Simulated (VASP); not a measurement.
# AlAs (F-43m) in VASP: notebook

The runs below take AlAs through single point, with LDA.

All numbers are computed with VASP 6.6.1; they aren't measurements. Logs are shortened: lines on timing, memory, paths and dates and some standing lists are left out, and cuts for length are marked.

**1. The cell of the first run**

The structure is cubic, space group F-43m (No. 216). Conventional cell: a = 5.488 Å, b = 5.488 Å, c = 5.488 Å, α = 90.00°, β = 90.00°, γ = 90.00°. Within 3.1 Å of Al (site symmetry -43m) lie 4 As at 2.38 Å. Within 3.1 Å of As (site symmetry -43m) lie 4 Al at 2.38 Å.

**2. Single point, LDA (the cell strained)**

File INCAR:

```
ALGO = Normal ; EDIFF = 1E-6
ENCUT = 500 ; GGA_COMPAT = F
ISIF = 2 ; ISMEAR = 0
LASPH = T ; LCHARG = F
LREAL = F ; LWAVE = F
NBANDS = 11 ; NELM = 120
PREC = Accurate ; SIGMA = 0.05
```

File KPOINTS:

```
k-points
0
Gamma
  8 8 8
```

File POSCAR:

```
AlAs
1.0
    0.0000000000      2.7440757924      2.7440757924
    2.7440757924      0.0000000000      2.7440757924
    2.7440757924      2.7440757924      0.0000000000
Al As
1 1
Direct
    0.0000000000      0.0000000000      0.0000000000
    0.7500000000      0.7500000000      0.7500000000
```

Potentials or basis: VASP PAW LDA potentials, release 64 (Al, As).

Run with:

```sh
cat potpaw_LDA.64/Al/POTCAR potpaw_LDA.64/As/POTCAR > POTCAR
mpirun -np 1 vasp_std > vasp.out
```

OUTCAR:

```text
EDIFF = 1E-6
   ENCUT = 500
   ISIF = 2
   ISMEAR = 0
   LASPH = T
   LREAL = F
   NELM = 120
   PREC = Accurate

 ion  position               nearest neighbor table
   1  0.000  0.000  0.000-   2 2.38   2 2.38   2 2.38   2 2.38
   2  0.750  0.750  0.750-   1 2.38   1 2.38   1 2.38   1 2.38

  LATTYP: Found a face centered cubic cell.
 ALAT       =     5.4881515848

  Lattice vectors:

 A1 = (   0.0000000000,   2.7440757924,   2.7440757924)
 A2 = (   2.7440757924,   0.0000000000,   2.7440757924)
 A3 = (   2.7440757924,   2.7440757924,   0.0000000000)

Analysis of symmetry for initial positions (statically):
=====================================================================
 Subroutine PRICEL returns:
 Original cell was already a primitive cell.

 Routine SETGRP: Setting up the symmetry group for a
 face centered cubic supercell.

 Subroutine GETGRP returns: Found 24 space group operations
 (whereof 24 operations were pure point group operations)
 out of a pool of 48 trial point group operations.

The static configuration has the point symmetry T_d .

Analysis of symmetry for dynamics (positions and initial velocities):
=====================================================================
 Subroutine PRICEL returns:
 Original cell was already a primitive cell.

 Routine SETGRP: Setting up the symmetry group for a
 face centered cubic supercell.

 Subroutine GETGRP returns: Found 24 space group operations
 (whereof 24 operations were pure point group operations)
 out of a pool of 48 trial point group operations.

The dynamic configuration has the point symmetry T_d .

 Subroutine INISYM returns: Found 24 space group operations
 (whereof 24 operations are pure point group operations),
 and found     1 'primitive' translations

----------------------------------------------------------------------------------------

                                     Primitive cell

  volume of cell :      41.3255

  direct lattice vectors                    reciprocal lattice vectors
     0.000000000  2.744075792  2.744075792    -0.182210711  0.182210711  0.182210711
     2.744075792  0.000000000  2.744075792     0.182210711 -0.182210711  0.182210711
     2.744075792  2.744075792  0.000000000     0.182210711  0.182210711 -0.182210711

  length of vectors
     3.880709202  3.880709202  3.880709202     0.315598208  0.315598208  0.315598208

  position of ions in fractional coordinates (direct lattice)
     0.000000000  0.000000000  0.000000000
     0.750000000  0.750000000  0.750000000

  ion indices of the primitive-cell ions
   primitive index   ion index
                 1           1
                 2           2

----------------------------------------------------------------------------------------

 KPOINTS: k-points

Automatic generation of k-mesh.
 Grid dimensions read from file:
 generate k-points for:    8    8    8

 Generating k-lattice:

  Cartesian coordinates                     Fractional coordinates (reciprocal lattice)
    -0.022776339  0.022776339  0.022776339     0.125000000  0.000000000  0.000000000
     0.022776339 -0.022776339  0.022776339     0.000000000  0.125000000  0.000000000
     0.022776339  0.022776339 -0.022776339     0.000000000  0.000000000  0.125000000

  Length of vectors
     0.039449776  0.039449776  0.039449776

  Shift w.r.t. Gamma in fractional coordinates (k-lattice)
     0.000000000  0.000000000  0.000000000

 Subroutine IBZKPT returns following result:
 ===========================================

 Found     29 irreducible k-points:

 Following reciprocal coordinates:
            Coordinates               Weight
  0.000000  0.000000  0.000000      1.000000
  0.125000  0.000000  0.000000      8.000000
  0.250000  0.000000  0.000000      8.000000
  0.375000  0.000000  0.000000      8.000000
  0.500000  0.000000  0.000000      4.000000
  0.125000  0.125000  0.000000      6.000000
[... 16 lines left out ...]
  0.500000  0.250000  0.125000     48.000000
 -0.375000  0.250000  0.125000     24.000000
 [... further k-points ...]
   k-points           NKPTS =     29   k-points in BZ     NKDIM =     29   number of bands    NBANDS=     11
   number of dos      NEDOS =    301   number of ions     NIONS =      2
   total plane-waves  NPLWV =  21952
   dimension x,y,z NGX =    28 NGY =   28 NGZ =   28
   dimension x,y,z NGXF=    56 NGYF=   56 NGZF=   56
   ions per type =               1   1
   NGX,Y,Z   is equivalent  to a cutoff of  11.99, 11.99, 11.99 a.u.
   NGXF,Y,Z  is equivalent  to a cutoff of  23.99, 23.99, 23.99 a.u.
 SYSTEM =  unknown system
   PREC   = accura    normal or accurate (medium, high low for compatibility)
   ISTART =      0    job   : 0-new  1-cont  2-samecut
   ICHARG =      2    charge: 1-file 2-atom 10-const
   ISPIN  =      1    spin polarized calculation?
   LNONCOLLINEAR =      F non collinear calculations
   LSORBIT =      F    spin-orbit coupling
   LASPH  =      T    aspherical Exc in radial PAW
   ENCUT  =  500.0 eV  36.75 Ry    6.06 a.u.   7.08  7.08  7.08*2*pi/ulx,y,z
   NELM   =    120;   NELMIN=  2; NELMDL= -5     # of ELM steps
   EDIFF  = 0.1E-05   stopping-criterion for ELM
   LREAL  =      F    real-space projection
   EDIFFG = 0.1E-04   stopping-criterion for IOM
   NSW    =      0    number of steps for IOM
   IBRION =     -1    ionic relax: 0-MD 1-quasi-New 2-CG
   NFREE  =      0    steps in history (QN), initial steepest desc. (CG)
   ISIF   =      2    stress and relaxation
   ISYM   =      2    0-nonsym 1-usesym 2-fastsym
   POTIM  = 0.5000    time-step for ionic-motion
   TEBEG  =    0.0;   TEEND  =   0.0 temperature during run
   PSTRESS=    0.0 pullay stress
   NELECT =       8.0000    total number of electrons
   NUPDOWN=      -1.0000    fix difference up-down
   EMIN   =  10.00;   EMAX   =-10.00  energy-range for DOS
   EFERMI =   0.00;   METHOD = LEGACY
   ISMEAR =     0;   SIGMA  =   0.05  broadening in eV -4-tet -1-fermi 0-gaus
   EFERMI_NEDOS =   21; number of points for ismear=-14 and -15
   IALGO  =     38    algorithm
   IMIX   =      4    mixing-type and parameters
     AMIX     =   0.40;   BMIX     =  1.00
     AMIX_MAG =   1.60;   BMIX_MAG =  1.00
  volume/ion in A,a.u.               =      20.66       139.44
  Fermi-wavevector in a.u.,A,eV,Ry     =   0.947034  1.789634 12.202693  0.896873
  Thomas-Fermi vector in A             =   2.075088
   LORBIT       =      0    0 simple, 1 ext, 2 COOP (PROOUT), +10 PAW based schemes
   GGA     = CA    functional components
   LHFCALC =     F    Hartree Fock is set to
   AEXX    =    0.0000 exact exchange contribution
   IVDW    =     0    specifies the selected vdW correction
   LEPSILON=     F    determine dielectric tensor
   LRPA    =     F    only Hartree local field effects (RPA)
 non-spin polarized calculation
 Gauss-broadening in eV      SIGMA  =   0.05
  energy-cutoff  :      500.00
  volume of cell :       41.33
 maximum number of plane-waves:      1067
   NGX = 15   NGY = 15   NGZ = 15

 number of electron       8.0000001 magnetization

 Free energy of the ion-electron system (eV)
  ---------------------------------------------------
  ext. energy  EPLUGINS =         0.00000000
  ---------------------------------------------------
  free energy    TOTEN  =       -10.44084603 eV

  energy without entropy =      -10.44084603  energy(sigma->0) =      -10.44084603

 E-fermi :   4.8267     XC(G=0):  -9.6357

 val. band max:        4.6182364577   @ k =   0.0000   0.0000   0.0000
 cond. band min:       5.7875257190   @ k =   0.5000   0.5000   0.0000
 fundamental gap:      1.1692892613
 Fermi energy:         4.8267401906

 k-point     1 :       0.0000    0.0000    0.0000
  band No.  band energies     occupation
      1      -7.8231      2.00000
      2       4.6182      2.00000
      3       4.6182      2.00000
      4       4.6182      2.00000
      5       7.2565      0.00000
      6       9.0238      0.00000
      7       9.0238      0.00000
      8       9.0238      0.00000
      9      13.7833      0.00000
     10      13.8348      0.00000
     11      13.8348      0.00000

 k-point     2 :       0.1250    0.0000    0.0000
  band No.  band energies     occupation
      1      -7.6516      2.00000
      2       3.1468      2.00000
      3       4.4415      2.00000
      4       4.4415      2.00000
      5       7.8577      0.00000
      6       9.3300      0.00000
      7       9.3300      0.00000
      8       9.5794      0.00000
      9      13.1484      0.00000
     10      13.1484      0.00000
     11      14.4931      0.00000

 k-point     3 :       0.2500    0.0000    0.0000
  band No.  band energies     occupation
      1      -7.1711      2.00000
      2       1.0246      2.00000
      3       4.0971      2.00000
      4       4.0971      2.00000
      5       7.5163      0.00000
      6       9.6566      0.00000
      7       9.6566      0.00000
      8      11.5235      0.00000
      9      13.0542      0.00000
     10      13.0542      0.00000
     11      14.1411      0.00000

 k-point     4 :       0.3750    0.0000    0.0000
  band No.  band energies     occupation
      1      -6.5345      2.00000
      2      -0.6901      2.00000
      3       3.8253      2.00000
      4       3.8253      2.00000
      5       7.1374      0.00000
      6       9.4631      0.00000
      7       9.4631      0.00000
      8      12.4592      0.00000
      9      14.4938      0.00000
     10      14.4938      0.00000
     11      14.8587      0.00000
[... 239 lines left out ...]
 k-point    22 :       0.3750    0.2500    0.1250
  band No.  band energies     occupation
      1      -6.7662      2.00000
      2       0.6743      2.00000
      3       2.4452      2.00000
      4       3.5484      2.00000
      5       8.2376      0.00000
      6       9.2384      0.00000
      7       9.9445      0.00000
      8      11.4402      0.00000
      9      13.1289      0.00000
     10      15.4509      0.00000
     11      17.2252      0.00000

 k-point    23 :       0.5000    0.2500    0.1250
  band No.  band energies     occupation
      1      -6.1875      2.00000
      2      -0.4690      2.00000
      3       1.8192      2.00000
      4       3.1143      2.00000
      5       8.3653      0.00000
      6       9.2133      0.00000
      7      10.6052      0.00000
      8      11.7432      0.00000
      9      14.3719      0.00000
     10      15.5538      0.00000
     11      17.1919      0.00000

 k-point    24 :      -0.3750    0.2500    0.1250
  band No.  band energies     occupation
      1      -5.8784      2.00000
      2      -1.0295      2.00000
      3       1.6687      2.00000
      4       2.9052      2.00000
      5       8.3832      0.00000
      6       8.9129      0.00000
      7      11.6072      0.00000
      8      12.5589      0.00000
      9      13.2866      0.00000
     10      15.9284      0.00000
     11      17.3978      0.00000

 [... further k-points ...]

------------------------ aborting loop because EDIFF is reached ----------------------------------------

  FORCE on cell =-STRESS in cart. coord.  units (eV):
  Direction    XX          YY          ZZ          XY          YZ          ZX
  --------------------------------------------------------------------------------------
  -------------------------------------------------------------------------------------
  Total        1.8696088      1.8696088      1.8696088      0.0000000      0.0000000     -0.0000000
  in kB       72.4841455     72.4841455     72.4841455      0.0000000      0.0000000     -0.0000000
  external PRESSURE =      72.4841455 kB  Pullay stress =       0.0000000 kB

 VOLUME and BASIS-vectors are now :
 -----------------------------------------------------------------------------
  energy-cutoff  :      500.00
  volume of cell :       41.33
      direct lattice vectors                 reciprocal lattice vectors
     0.000000000  2.744075792  2.744075792    -0.182210711  0.182210711  0.182210711
     2.744075792  0.000000000  2.744075792     0.182210711 -0.182210711  0.182210711
     2.744075792  2.744075792  0.000000000     0.182210711  0.182210711 -0.182210711

 POSITION                                       TOTAL-FORCE (eV/Angst)
 -----------------------------------------------------------------------------------
      0.00000      0.00000      0.00000         0.000000      0.000000      0.000000
      4.11611      4.11611      4.11611        -0.000000     -0.000000     -0.000000
 -----------------------------------------------------------------------------------
    total drift:                               -0.000000     -0.000000     -0.000000

  FREE ENERGIE OF THE ION-ELECTRON SYSTEM (eV)
  ---------------------------------------------------
  free  energy   TOTEN  =       -10.4408460259 eV

  energy  without entropy=      -10.4408460259  energy(sigma->0) =      -10.44084603
```

It took 9 s on 1 thread of Intel Xeon Platinum 8259CL at 2.50GHz (Skylake/Cascade Lake), shared host; peak memory 0.14 GiB.

Results:

| Property | Result |
| --- | --- |
| Free energy | -10.4408 eV |
| Pressure | 7.2 GPa |
| Band gap on the k mesh | 1.17 eV (least direct gap 2.64 eV) |

Caveat: the cell differs from its parent crystal (the cell strained); the cell stands under pressure. A k mesh can miss the band edges.

**3. Single point, LDA (the cell strained)**

File INCAR:

```
  PREC = Accurate
  ENCUT = 500
  EDIFF = 1E-6
  ISMEAR = 0
  SIGMA = 0.05
  LREAL = F
  LASPH = T
  NELM = 120
  ALGO = Normal
  ISIF = 2
  LWAVE = F
  LCHARG = F
  GGA = CA
  NBANDS = 11
  GGA_COMPAT = F
```

File KPOINTS:

```
regular mesh
0
Gamma
  8 8 8
```

File POSCAR:

```
AlAs
1.0
    0.0000000000      2.7910768855      2.7910768855
    2.7910768855      0.0000000000      2.7910768855
    2.7910768855      2.7910768855      0.0000000000
Al As
1 1
Direct
    0.0000000000      0.0000000000      0.0000000000
    0.7500000000      0.7500000000      0.7500000000
```

Potentials or basis: VASP PAW LDA potentials, release 64 (Al, As).

Run with:

```sh
cat potpaw_LDA.64/Al/POTCAR potpaw_LDA.64/As/POTCAR > POTCAR
mpirun -np 1 vasp_std > vasp.out
```

Wall time 11 s (1 thread of Intel Xeon Platinum 8259CL at 2.50GHz (Skylake/Cascade Lake), shared host); peak memory 0.15 GiB.

It converged, with:

| Quantity | Value |
| --- | --- |
| Free energy | -10.5046 eV |
| Pressure | 2.4 GPa |
| Band gap on the k mesh | 1.27 eV (least direct gap 2.22 eV) |

Levels at points of the mesh, in eV from the valence-band top:
```tsv
k point	band 1	band 2	band 3	band 4	band 5	band 6	band 7	band 8
(0.00, 0.00, 0.00)	-12.13	0.00	0.00	0.00	2.22	4.32	4.32	4.32
(0.50, 0.00, 0.00)	-10.62	-5.79	-0.85	-0.85	2.18	4.67	4.67	7.66
(0.50, 0.50, 0.00)	-10.03	-5.60	-2.27	-2.27	1.27	2.20	10.53	10.53
```

Caveat: the cell differs from its parent crystal (the cell strained). A k mesh can miss the band edges.

(Continued in part 2 of 2.)
